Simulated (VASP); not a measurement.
# AlN in VASP: notebook, part 2 of 2

VASP 6.6.1. The steps go on from the part before.

## 3. Single point, PBE (atoms moved at random)

Input file INCAR:

```
  ALGO = Normal
  EDIFF = 1E-7
  ENCUT = 400
  ISIF = 2
  ISMEAR = 0
  LASPH = T
  LCHARG = F
  LREAL = F
  LWAVE = F
  NELM = 100
  PREC = Accurate
  SIGMA = 0.02
```

Input file KPOINTS:

```
k-points
0
Gamma
  8 8 5
```

Input file POSCAR:

```
AlN
1.0
    3.1130000000      0.0000000000      0.0000000000
   -1.5565000000      2.6959370820      0.0000000000
    0.0000000000      0.0000000000      4.9810000000
Al N
2 2
Direct
    0.6669120000      0.3362360000      0.4998430000
    0.3268940000      0.6678470000     -0.0018600000
    0.6696610000      0.3331100000      0.8779580000
    0.3369420000      0.6692960000      0.3828520000
```

Potentials or basis: VASP PAW PBE potentials, release 64 (Al, N).

Command:

```sh
$ cat potpaw_PBE.64/Al/POTCAR potpaw_PBE.64/N/POTCAR > POTCAR
$ mpirun -np 1 vasp_std > vasp.out
```

Run time: 38 s. Hardware: 1 thread of Intel Xeon Platinum 8488C (Sapphire Rapids), shared host; peak memory 0.16 GiB.

It converged, with:

```yaml
Free_energy: -29.7596 eV
Largest_force: 0.566 eV/Å
Band_gap_on_the_k_mesh: 4.18 eV
```

Forces on the atoms (eV/Å):
```
Al   0.157 -0.028 -0.175
Al   0.473 -0.017  0.103
N   -0.437  0.043  0.358
N   -0.193  0.002 -0.286
```

Levels at points of the mesh, in eV from the valence-band top:
| k point | band 5 | band 6 | band 7 | band 8 | band 9 | band 10 | band 11 | band 12 |
| --- | --- | --- | --- | --- | --- | --- | --- | --- |
| (0.00, 0.00, 0.00) | -0.85 | -0.24 | -0.20 | 0.00 | 4.18 | 6.63 | 10.61 | 11.12 |
| (0.50, 0.00, 0.00) | -3.35 | -2.08 | -1.79 | -0.68 | 5.79 | 5.81 | 8.17 | 10.27 |
| (0.00, 0.50, 0.00) | -3.34 | -2.09 | -1.80 | -0.69 | 5.79 | 5.83 | 8.17 | 10.28 |
| (0.50, 0.50, 0.00) | -3.37 | -2.12 | -1.76 | -0.71 | 5.78 | 5.81 | 8.16 | 10.30 |

Caveat: the cell differs from its parent crystal (atoms moved at random); the cutoff is under 1.25 times the usual one of these potentials, so pressure, stress and relaxed cells hold a basis-set (Pulay) error.

## 4. Single point, revPBE

This run uses another cell than the first one, of 9.82 Å³/atom.

Input file INCAR:

```
SYSTEM = AlN
  PREC = Accurate
  ENCUT = 520
  EDIFF = 1E-7
  ISMEAR = 0
  SIGMA = 0.05
  LREAL = .FALSE.
  LASPH = .TRUE.
  NELM = 80
  ALGO = Normal
  ISIF = 2
  LWAVE = .FALSE.
  LCHARG = .TRUE.
  GGA = RE
  LELF = .TRUE.
  LVHAR = .TRUE.
  NBANDS = 16
```

Input file KPOINTS:

```
regular mesh
0
G
  10 10 6
  0 0 0
```

Input file POSCAR:

```
AlN
1.0
    3.0494515564      0.0000000000      0.0000000000
   -1.5247257782      2.6409025155      0.0000000000
    0.0000000000      0.0000000000      4.8793184075
Al N
2 2
Direct
    0.6669120000      0.3362360000      0.4998430000
    0.3268940000      0.6678470000     -0.0018600000
    0.6696610000      0.3331100000      0.8779580000
    0.3369420000      0.6692960000      0.3828520000
```

Command:

```sh
$ cat potpaw_PBE.64/Al/POTCAR potpaw_PBE.64/N/POTCAR > POTCAR
$ mpirun -np 1 vasp_std > vasp.out
```

Wall time 51 s (1 thread of Intel Xeon 6975P-C (Granite Rapids), shared host); peak memory 0.27 GiB.

The run converged. Its results:

| Property | Result |
| --- | --- |
| Free energy | -28.3373 eV |
| Pressure | 20.8 GPa |
| Largest force | 0.691 eV/Å |
| Band gap on the k mesh | 4.78 eV |

Forces in eV/Å, atoms in the order of the input:
```
Al   0.183 -0.029 -0.255
Al   0.554 -0.024  0.102
N   -0.520  0.048  0.453
N   -0.218  0.004 -0.300
```

Stress tensor (GPa, compression positive):
```
20.71  0.98  1.24
 0.98 21.02 -0.08
 1.24 -0.08 20.57
```

Levels at points of the mesh, in eV from the valence-band top:
```csv
k point,band 4,band 5,band 6,band 7,band 8,band 9,band 10,band 11,band 12,band 13
"(0.00, 0.00, 0.00)",-0.92,-0.87,-0.25,-0.21,0.00,4.78,7.26,11.17,11.64,11.67
"(0.50, 0.00, 0.00)",-4.30,-3.48,-2.16,-1.86,-0.69,5.97,6.08,8.78,10.76,11.31
"(0.00, 0.50, 0.00)",-4.30,-3.47,-2.17,-1.88,-0.70,6.00,6.07,8.78,10.77,11.31
"(0.50, 0.50, 0.00)",-4.27,-3.49,-2.19,-1.84,-0.72,5.95,6.09,8.77,10.80,11.30
"(0.00, 0.00, 0.50)",-3.40,-0.65,-0.58,-0.53,-0.52,7.03,7.05,10.76,11.05,11.92
"(0.50, 0.00, 0.50)",-5.80,-1.53,-1.49,-1.44,-1.38,5.52,5.59,9.67,9.73,12.53
"(0.00, 0.50, 0.50)",-5.80,-1.55,-1.50,-1.43,-1.37,5.52,5.59,9.67,9.74,12.53
"(0.50, 0.50, 0.50)",-5.79,-1.60,-1.48,-1.47,-1.38,5.55,5.61,9.64,9.76,12.55
```

Caveat: the cell stands under pressure; the PAW data sets were made with another functional, which shifts forces and pressure a little. A k mesh can miss the band edges.

## 5. Single point, revPBE

This run uses another cell than the first one, of 10.03 Å³/atom.

Input file INCAR:

```
SYSTEM = AlN
PREC     = Accurate       ! precision mode
ENCUT    = 520            ! plane-wave cutoff, eV
EDIFF    = 1E-6           ! SCF threshold, eV
ISMEAR   = 0              ! smearing method
SIGMA    = 0.05           ! smearing width, eV
LREAL    = .FALSE.        ! projectors in reciprocal space
LASPH    = .TRUE.         ! aspherical terms in the spheres
NELM     = 100            ! most SCF steps
ALGO     = Normal         ! electronic algorithm
ISIF     = 2              ! what is computed and relaxed
LWAVE    = .FALSE.        ! write WAVECAR
LCHARG   = .FALSE.        ! write CHGCAR
GGA      = RE             ! functional
NBANDS   = 16             ! bands
```

KPOINTS is that of step 4.

Input file POSCAR:

```
AlN
1.0
    3.0709272750      0.0000000000      0.0000000000
   -1.5354636375      2.6595010333      0.0000000000
    0.0000000000      0.0000000000      4.9136809369
Al N
2 2
Direct
    0.6669120000      0.3362360000      0.4998430000
    0.3268940000      0.6678470000     -0.0018600000
    0.6696610000      0.3331100000      0.8779580000
    0.3369420000      0.6692960000      0.3828520000
```

Command:

```sh
$ cat potpaw_PBE.64/Al/POTCAR potpaw_PBE.64/N/POTCAR > POTCAR
$ mpirun -np 1 vasp_std > vasp.out
```

Run time: 49 s. Hardware: 1 thread of Intel Xeon 6975P-C (Granite Rapids), shared host; peak memory 0.28 GiB.

Results (log left out):

* Free energy: -28.4318 eV
* Pressure: 15.4 GPa
* Largest force: 0.650 eV/Å
* Band gap on the k mesh: 4.59 eV

Forces on the atoms (eV/Å):
```
Al   0.174 -0.029 -0.229
Al   0.526 -0.021  0.101
N   -0.491  0.047  0.424
N   -0.209  0.003 -0.296
```

Stress tensor (GPa, compression positive):
```
15.22  0.88  1.11
 0.88 15.50 -0.07
 1.11 -0.07 15.38
```

Levels at points of the mesh, in eV from the valence-band top:
| k point | band 4 | band 5 | band 6 | band 7 | band 8 | band 9 | band 10 | band 11 | band 12 | band 13 |
| --- | --- | --- | --- | --- | --- | --- | --- | --- | --- | --- |
| (0.00, 0.00, 0.00) | -0.91 | -0.86 | -0.24 | -0.21 | 0.00 | 4.59 | 7.07 | 10.99 | 11.48 | 11.52 |
| (0.50, 0.00, 0.00) | -4.25 | -3.42 | -2.13 | -1.83 | -0.68 | 5.93 | 6.01 | 8.59 | 10.61 | 11.19 |
| (0.00, 0.50, 0.00) | -4.25 | -3.42 | -2.14 | -1.85 | -0.70 | 5.96 | 6.00 | 8.59 | 10.62 | 11.19 |
| (0.50, 0.50, 0.00) | -4.22 | -3.44 | -2.16 | -1.81 | -0.72 | 5.90 | 6.02 | 8.58 | 10.64 | 11.18 |
| (0.00, 0.00, 0.50) | -3.36 | -0.65 | -0.58 | -0.53 | -0.51 | 6.85 | 6.86 | 10.58 | 10.88 | 11.76 |
| (0.50, 0.00, 0.50) | -5.71 | -1.52 | -1.47 | -1.42 | -1.36 | 5.45 | 5.52 | 9.54 | 9.60 | 12.28 |
| (0.00, 0.50, 0.50) | -5.72 | -1.53 | -1.48 | -1.41 | -1.35 | 5.45 | 5.52 | 9.54 | 9.61 | 12.27 |
| (0.50, 0.50, 0.50) | -5.70 | -1.58 | -1.46 | -1.45 | -1.36 | 5.48 | 5.54 | 9.52 | 9.62 | 12.29 |

Caveat: the cell stands under pressure; the PAW data sets were made with another functional, which shifts forces and pressure a little.

## 6. Summary

```tsv
level	cell	k mesh	cutoff (eV)	smearing	dipole correction	grid for exact exchange (PRECFOCK)	share of exact exchange	screening parameter	gap on the mesh (eV)	pressure (GPa)	largest force (eV/Å)
PBE-based screened hybrid with 50 % exact exchange	a = 3.113, b = 3.113, c = 4.981 Å, angles 90.0, 90.0, 120.0°, 4 atoms, atomic positions A	6 × 6 × 3	520	fermi-dirac 0.05 eV	no	Normal	0.5	0.20787 1/Å	6.98	-6.8	0.12
PBE	a = 3.113, b = 3.113, c = 4.981 Å, angles 90.0, 90.0, 120.0°, 4 atoms, atomic positions B	8 × 8 × 5	400	gaussian 0.02 eV	-	-	-	-	4.18	-	0.57
revPBE	a = 3.049, b = 3.049, c = 4.879 Å, angles 90.0, 90.0, 120.0°, 4 atoms, atomic positions B	10 × 10 × 6	520	gaussian 0.05 eV	no	-	-	-	4.78	20.8	0.69
revPBE	a = 3.071, b = 3.071, c = 4.914 Å, angles 90.0, 90.0, 120.0°, 4 atoms, atomic positions B	10 × 10 × 6	520	gaussian 0.05 eV	no	-	-	-	4.59	15.4	0.65
```

Alike in all rows: task single point; potentials or basis VASP PAW PBE potentials, release 64 (Al, N); no spin polarisation.

Caveats: some runs use coarse meshes; the PAW data sets were made with another functional, which shifts forces and pressure a little (at least some runs); the cell stands under pressure (at least some runs); the cutoff is under 1.25 times the usual one of these potentials, so pressure, stress and relaxed cells hold a basis-set (Pulay) error (at least some runs).

Total energies depend on the potentials used, so only differences within one code and one set of settings carry meaning.
